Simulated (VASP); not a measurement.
Write the native input for VASP 6.6.1 that does the following.

```yaml
Task: single point
Functional: PBE0
Potentials_or_basis: VASP PAW PBE potentials, release 64 (S, Mg)
Cutoff: 520 eV
k_mesh: 4 × 4 × 4
Occupations: fermi-dirac, width 0.05 eV
Spin: no spin polarisation
Dipole_correction: no
Grid_for_exact_exchange_PRECFOCK: Normal
Further_INCAR_settings: ALGO = Normal; EDIFF = 1e-06; NBANDS = 11
```

The system is MgS.

```
CELL_PARAMETERS angstrom
0.00000 2.79483 2.79483
2.79483 0.00000 2.79483
2.79483 2.79483 0.00000
ATOMIC_POSITIONS crystal
S 0.25000 0.25000 0.25000
Mg 0.00000 0.00000 0.00000
```

These files were run (other wordings do the same):

POSCAR

```
MgS
1.0
    0.0000000000      2.7948299470      2.7948299470
    2.7948299470      0.0000000000      2.7948299470
    2.7948299470      2.7948299470      0.0000000000
S Mg
1 1
Direct
    0.2500000000      0.2500000000      0.2500000000
    0.0000000000      0.0000000000      0.0000000000
```

INCAR.step1

```
SYSTEM = MgS
ALGO     = Normal         ! electronic algorithm
EDIFF    = 1E-5           ! SCF threshold, eV
ENCUT    = 520            ! plane-wave cutoff, eV
GGA      = PE             ! functional
ISIF     = 2              ! what is computed and relaxed
ISMEAR   = -1             ! smearing method
LASPH    = .True.         ! aspherical terms in the spheres
LREAL    = .False.        ! projectors in reciprocal space
LWAVE    = .True.         ! write WAVECAR
NBANDS   = 11             ! bands
NELM     = 60             ! most SCF steps
PREC     = Accurate       ! precision mode
SIGMA    = 0.05           ! smearing width, eV
```

INCAR.step2

```
SYSTEM = MgS
AEXX     = 0.25           ! exact-exchange fraction
ALGO     = Normal         ! electronic algorithm
EDIFF    = 1E-6           ! SCF threshold, eV
ENCUT    = 520            ! plane-wave cutoff, eV
GGA      = PE             ! functional
ISIF     = 2              ! what is computed and relaxed
ISMEAR   = -1             ! smearing method
ISTART   = 1            
LASPH    = .True.         ! aspherical terms in the spheres
LCHARG   = .True.         ! write CHGCAR
LELF     = .True.         ! ELF
LHFCALC  = .True.         ! exact exchange
LREAL    = .False.        ! projectors in reciprocal space
LVHAR    = .True.       
LWAVE    = .False.        ! write WAVECAR
NBANDS   = 11             ! bands
NELM     = 60             ! most SCF steps
PREC     = Accurate       ! precision mode
PRECFOCK = Normal       
SIGMA    = 0.05           ! smearing width, eV
```

KPOINTS

```
k-points
0
Gamma
  4 4 4
  0 0 0
```

Potentials or basis: VASP PAW PBE potentials, release 64 (S, Mg).

The run is started by

```bash
$ cat potpaw_PBE.64/S/POTCAR potpaw_PBE.64/Mg/POTCAR > POTCAR
$ cp INCAR.step1 INCAR
$ mpirun -np 1 vasp_std > vasp.out
$ cp INCAR.step2 INCAR
$ mpirun -np 1 vasp_std > vasp.out
```

Results of the run:

```yaml
Pressure: 2.3 GPa
Band_gap_on_the_k_mesh: 5.46 eV, direct
```

Caveat: the k points lie up to 0.49 Å⁻¹ apart; the PAW data sets were made with another functional, which shifts forces and pressure a little.

Run time: 55 s on 1 thread of Intel(R) Xeon(R) Platinum 8488C (Sapphire Rapids), on a shared host, peak memory 0.17 GiB.
